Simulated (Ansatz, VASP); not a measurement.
## NaH: VASP beside Ansatz

Contents of INCAR:

```
SYSTEM = NaH
PREC = Accurate
ENCUT = 600
EDIFF = 1E-6
ISMEAR = -1
SIGMA = 0.05
LREAL = .FALSE.
LASPH = .TRUE.
NELM = 80
ALGO = Normal
ISIF = 3
LWAVE = .FALSE.
LCHARG = .FALSE.
GGA = PS
IBRION = 2
NSW = 100
EDIFFG = -0.002
```

The input KPOINTS:

```
regular mesh
0
G
  12 12 12
  0 0 0
```

POSCAR

```
NaH
1.0
    0.0000000000      2.4400000000      2.4400000000
    2.4400000000      0.0000000000      2.4400000000
    2.4400000000      2.4400000000      0.0000000000
Na H
1 1
Direct
    0.0000000000      0.0000000000      0.0000000000
    0.5000000000      0.5000000000      0.5000000000
```

Input for Ansatz:

```yaml
crystal:
  lattice:
    - [0.0, 2.44, 2.44]
    - [2.44, 0.0, 2.44]
    - [2.44, 2.44, 0.0]
  atoms:
    - { symbol: Na, position: [0.0, 0.0, 0.0] }
    - { symbol: H, position: [0.5, 0.5, 0.5] }
kpoints:
  mp_grid: { grid: [12, 12, 12] }
scf:
  occupations: { method: fermi_dirac, width: 0.05 }
hamiltonian:
  xc: pbesol
  pseudopotentials: { kind: paw }
relax:
  f_tol: 0.002
  max_steps: 80
  cell: {}
output:
  forces: true
  stress: true
```

Alike in both runs: task relaxation of cell and atoms; functional PBEsol; k mesh 12 × 12 × 12; occupations fermi-dirac, width 0.05 eV; no spin polarisation.

|  | VASP | Ansatz |
| --- | --- | --- |
| version | VASP 6.6.1 | Ansatz 0.2.0 |
| potentials or method | VASP PAW PBE potentials, release 64 (Na_pv, H) | PAW with Ansatz's default frozen-core files, scalar-relativistic |
| plane-wave cutoff (eV) | 600 | 420 |
| valence electrons in the cell | 8 | 10 |

Ansatz gave:

* relaxed volume (Å³/atom): 13.75
* relaxed cell length with the largest relative difference (Å): 3.388

Which values does VASP return?

Relaxed volume (Å³/atom): 13.76; relaxed cell length with the largest relative difference (Å): 3.389.

VASP's potentials were made for PBE, not for PBEsol. VASP's potentials hold 8 valence electrons a cell and Ansatz's 10, so a difference there can come from the potentials and not from the codes.
